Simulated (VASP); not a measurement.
# Al2Cu (I4/mcm) in VASP: further runs, part 2 of 2

VASP 6.6.1. Earlier steps stand in the parts before.

## (3) Single point, PBE

This run uses another cell than the first one, of 14.17 Å³/atom, 1.003 times its volume.

Contents of INCAR:

```
PREC = Accurate
ENCUT = 520
EDIFF = 1E-6
ISMEAR = 0
SIGMA = 0.15
LREAL = False
LASPH = True
NELM = 60
ALGO = Fast
ISIF = 2
LWAVE = False
LCHARG = False
GGA = PE
NBANDS = 26
```

Contents of KPOINTS:

```
Automatic mesh
0
Gamma
  10 10 10
```

Contents of POSCAR:

```
Al2Cu
1.0
   -2.9959000000      2.9959000000      2.3680500000
    2.9959000000     -2.9959000000      2.3680500000
    2.9959000000      2.9959000000     -2.3680500000
Al Cu
4 2
Direct
    0.1587211657      0.6587211657      0.8174423314
    0.6587211657      0.8412788343      0.5000000000
    0.8412788343      0.3412788343      0.1825576686
    0.3412788343      0.1587211657      0.5000000000
    0.7500000000      0.7500000000      0.0000000000
    0.2500000000      0.2500000000      0.0000000000
```

Potentials or basis: VASP PAW PBE potentials, release 64 (Al, Cu).

Started as:

```sh
$ cat potpaw_PBE.64/Al/POTCAR potpaw_PBE.64/Cu/POTCAR > POTCAR
$ mpirun -np 1 vasp_std > vasp.out
```

OUTCAR:

```text
PREC = Accurate
   ENCUT = 520
   EDIFF = 1E-6
   ISMEAR = 0
   LREAL = False
   LASPH = True
   NELM = 60
   ISIF = 2
   GGA = PE

 ion  position               nearest neighbor table
   1  0.159  0.659  0.817-   5 2.55   6 2.55   5 2.55   6 2.55   3 2.69   3 2.83   3 2.83   4 3.04
                             2 3.04   2 3.04   4 3.04   4 3.19   2 3.19   2 3.19   4 3.19
   2  0.659  0.841  0.500-   6 2.55   5 2.55   5 2.55   6 2.55   4 2.69   4 2.83   4 2.83   3 3.04
                             1 3.04   1 3.04   3 3.04   1 3.19   3 3.19   1 3.19   3 3.19
   3  0.841  0.341  0.183-   5 2.55   6 2.55   5 2.55   6 2.55   1 2.69   1 2.83   1 2.83   2 3.04
                             4 3.04   4 3.04   2 3.04   2 3.19   4 3.19   4 3.19   2 3.19
   4  0.341  0.159  0.500-   5 2.55   6 2.55   6 2.55   5 2.55   2 2.69   2 2.83   2 2.83   1 3.04
                             1 3.04   3 3.04   3 3.04   1 3.19   3 3.19   3 3.19   1 3.19
   5  0.750  0.750  0.000-   6 2.37   6 2.37   1 2.55   2 2.55   3 2.55   4 2.55   2 2.55   4 2.55
                             1 2.55   3 2.55
   6  0.250  0.250  0.000-   5 2.37   5 2.37   1 2.55   3 2.55   4 2.55   3 2.55   4 2.55   1 2.55
                             2 2.55   2 2.55

  LATTYP: Found a body centered tetragonal cell.
 ALAT       =     5.9918000000
 C/A-ratio  =     0.7904302547

  Lattice vectors:

 A1 = (  -2.9959000000,   2.9959000000,   2.3680500000)
 A2 = (   2.9959000000,  -2.9959000000,   2.3680500000)
 A3 = (   2.9959000000,   2.9959000000,  -2.3680500000)

Analysis of symmetry for initial positions (statically):
=====================================================================
 Subroutine PRICEL returns:
 Original cell was already a primitive cell.

 Routine SETGRP: Setting up the symmetry group for a
 body centered tetragonal supercell.

 Subroutine GETGRP returns: Found 16 space group operations
 (whereof  8 operations were pure point group operations)
 out of a pool of 16 trial point group operations.

The static configuration has the point symmetry C_4h.
 The point group associated with its full space group is D_4h.

Analysis of symmetry for dynamics (positions and initial velocities):
[... 142 lines left out ...]
  Fermi-wavevector in a.u.,A,eV,Ry     =   1.206144  2.279282 19.793543  1.454784
  Thomas-Fermi vector in A             =   2.341820
   LORBIT       =      0    0 simple, 1 ext, 2 COOP (PROOUT), +10 PAW based schemes
   GGA     = PE    functional components
   LHFCALC =     F    Hartree Fock is set to
   AEXX    =    0.0000 exact exchange contribution
   IVDW    =     0    specifies the selected vdW correction
   LEPSILON=     F    determine dielectric tensor
   LRPA    =     F    only Hartree local field effects (RPA)
 non-spin polarized calculation
 RMM-DIIS sequential band-by-band and
 Gauss-broadening in eV      SIGMA  =   0.15
  energy-cutoff  :      520.00
  volume of cell :       85.02
 maximum number of plane-waves:      2320
   NGX = 19   NGY = 19   NGZ = 19

 number of electron      34.0000023 magnetization

 Free energy of the ion-electron system (eV)
  ---------------------------------------------------
  ext. energy  EPLUGINS =         0.00000000
  ---------------------------------------------------
  free energy    TOTEN  =       -23.30248508 eV

  energy without entropy =      -23.28244298  energy(sigma->0) =      -23.29246403

 E-fermi :   8.5777     XC(G=0): -11.0700

 val. band max:        8.5763835069   @ k =  -0.2000   0.4000   0.2000
 cond. band min:       8.5963401078   @ k =  -0.4000   0.3000  -0.0000
 fundamental gap:      0.0199566009
 Fermi energy:         8.5776704296

 k-point     1 :       0.0000    0.0000    0.0000
  band No.  band energies     occupation
      1      -2.5676      2.00000
      2       2.9703      2.00000
      3       3.1587      2.00000
      4       3.1927      2.00000
      5       3.1927      2.00000
      6       4.1421      2.00000
[... 685 lines left out ...]
     25      15.5943      0.00000
     26      15.7484      0.00000

 [... further k-points ...]
[... 5 lines left out ...]
  --------------------------------------------------------------------------------------
  -------------------------------------------------------------------------------------
  Total        2.5304565      2.5304565      4.1933329      0.0000000      0.0000000      0.0000000
  in kB       47.6874363     47.6874363     79.0249877      0.0000000      0.0000000      0.0000000
  external PRESSURE =      58.1332868 kB  Pullay stress =       0.0000000 kB

 VOLUME and BASIS-vectors are now :
 -----------------------------------------------------------------------------
  energy-cutoff  :      520.00
  volume of cell :       85.02
      direct lattice vectors                 reciprocal lattice vectors
    -2.995900000  2.995900000  2.368050000     0.000000000  0.166894756  0.211144190
     2.995900000 -2.995900000  2.368050000     0.166894756  0.000000000  0.211144190
     2.995900000  2.995900000 -2.368050000     0.166894756  0.166894756  0.000000000

 POSITION                                       TOTAL-FORCE (eV/Angst)
 -----------------------------------------------------------------------------------
      3.94693      0.95103      0.00000        -0.072299     -0.072299      0.000000
      2.04487      0.95103      2.36805         0.072299     -0.072299     -0.000000
     -0.95103      2.04487      2.36805         0.072299      0.072299     -0.000000
      0.95103      2.04487      0.00000        -0.072299      0.072299     -0.000000
      0.00000      0.00000      3.55208         0.000000     -0.000000     -0.000000
      0.00000      0.00000      1.18403         0.000000     -0.000000     -0.000000
 -----------------------------------------------------------------------------------
    total drift:                                0.000000     -0.000000      0.000000

  FREE ENERGIE OF THE ION-ELECTRON SYSTEM (eV)
  ---------------------------------------------------
  free  energy   TOTEN  =       -23.3024850797 eV

  energy  without entropy=      -23.2824429770  energy(sigma->0) =      -23.29246403
```

OSZICAR:

```text
N       E                     dE             d eps       ncg     rms          rms(c)
DAV:   1     0.188752783057E+03    0.18875E+03   -0.13760E+04  5312   0.149E+03
DAV:   2    -0.158291079779E+02   -0.20458E+03   -0.19214E+03  5326   0.291E+02
DAV:   3    -0.278606594521E+02   -0.12032E+02   -0.11304E+02  6868   0.908E+01
DAV:   4    -0.282085545421E+02   -0.34790E+00   -0.34622E+00  8008   0.134E+01
DAV:   5    -0.282139646958E+02   -0.54102E-02   -0.54092E-02  7928   0.166E+00    0.218E+01
RMM:   6    -0.334608636337E+02   -0.52469E+01   -0.10233E+02  6459   0.134E+02    0.189E+01
RMM:   7    -0.235941063073E+02    0.98668E+01   -0.30826E+01  5675   0.775E+01    0.301E+00
RMM:   8    -0.233558593704E+02    0.23825E+00   -0.18065E+00  5876   0.186E+01    0.114E+00
RMM:   9    -0.233064022374E+02    0.49457E-01   -0.40543E-01  6047   0.273E+00    0.430E-01
RMM:  10    -0.233071247374E+02   -0.72250E-03   -0.47292E-02  6551   0.253E+00    0.415E-01
RMM:  11    -0.233022312146E+02    0.48935E-02   -0.97279E-03  6776   0.924E-01    0.878E-02
RMM:  12    -0.233025365897E+02   -0.30538E-03   -0.31840E-03  7389   0.347E-01    0.692E-02
RMM:  13    -0.233025140819E+02    0.22508E-04   -0.67144E-04  7030   0.181E-01    0.243E-02
RMM:  14    -0.233024810992E+02    0.32983E-04   -0.15225E-04  6586   0.140E-01    0.186E-02
RMM:  15    -0.233024848479E+02   -0.37487E-05   -0.55912E-05  7551   0.504E-02    0.149E-02
RMM:  16    -0.233024850797E+02   -0.23184E-06   -0.77360E-06  5830   0.218E-02
   1 F= -.23302485E+02 E0= -.23292464E+02  d E =-.200421E-01
```

stdout:

```text
POSCAR found type information on POSCAR AlCu
 POSCAR found :  2 types and       6 ions
 scaLAPACK will be used
 LDA part: xc-table for (Slater+PW92), standard interpolation
 POSCAR, INCAR and KPOINTS ok, starting setup
 FFT: planning ... GRIDC
 FFT: planning ... GRID_SOFT
 FFT: planning ... GRID
 WAVECAR not read
 entering main loop
```

Run time: 2.4 min. Hardware: 1 thread of Intel Xeon Platinum 8559C (Emerald Rapids), shared host; peak memory 0.33 GiB.

Results:

```
Free energy            : -23.3025 eV
Pressure               : 5.8 GPa
Largest force          : 0.102 eV/Å
Band gap on the k mesh : zero (band 17 reaches 11.28 eV, above the bottom of band 18 at 6.60 eV)
```

Forces in eV/Å, atoms in the order of the input:
```
Al  -0.072 -0.072  0.000
Al   0.072 -0.072  0.000
Al   0.072  0.072  0.000
Al  -0.072  0.072  0.000
Cu   0.000  0.000  0.000
Cu   0.000  0.000  0.000
```

Stress tensor (GPa, compression positive):
```
4.77 0.00 0.00
0.00 4.77 0.00
0.00 0.00 7.90
```
